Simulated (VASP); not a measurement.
Set up this calculation in VASP 6.6.1, as the native input.

* Task: single point
* Functional: PBE
* Potentials or basis: VASP PAW PBE potentials, release 64 (Hf_pv, N)
* Cutoff: 520 eV
* k mesh: 18 × 18 × 18
* Occupations: gaussian, width 0.15 eV
* Spin: no spin polarisation
* Dipole correction: no
* Further INCAR settings: ALGO = Normal; EDIFF = 1e-06; NBANDS = 14

The structure of HfN lies in POSCAR:

```
HfN
1.0
    0.0000000000      2.2251150000      2.1912300000
    2.2251150000      0.0000000000      2.1912300000
    2.2251150000      2.2251150000      0.0000000000
Hf N
1 1
Direct
    0.0000000000      0.0000000000      0.0000000000
    0.5000000000      0.5000000000      0.5000000000
```

This cell differs from its parent crystal: strain -0.015 along x and y, -0.030 along z.

One way to write it, as run:

INCAR

```
  ALGO = Normal
  EDIFF = 1E-6
  ENCUT = 520
  GGA = PE
  ISIF = 2
  ISMEAR = 0
  LASPH = T
  LCHARG = F
  LREAL = F
  LWAVE = F
  NBANDS = 14
  NELM = 100
  PREC = Accurate
  SIGMA = 0.15
```

KPOINTS

```
k-points
0
Gamma
  18 18 18
```

Potentials or basis: VASP PAW PBE potentials, release 64 (Hf_pv, N).

Command:

```console
$ cat potpaw_PBE.64/Hf_pv/POTCAR potpaw_PBE.64/N/POTCAR > POTCAR
$ mpirun -np 1 vasp_std > vasp.out
```

It gave:

```json
{"Pressure": "22.8 GPa", "Band gap on the k mesh": "zero (an odd number of electrons rules out a gap without spin polarisation)"}
```

Caveat: the cell differs from its parent crystal (strain -0.015 along x and y, -0.030 along z); the stress differs along the axes, from 19 to 30 GPa; spin-orbit coupling is left out, which moves the levels of the heavy elements.

It took 2.8 min on 1 thread of Intel Xeon 8259CL, with other jobs on the host, peak memory 0.27 GiB.
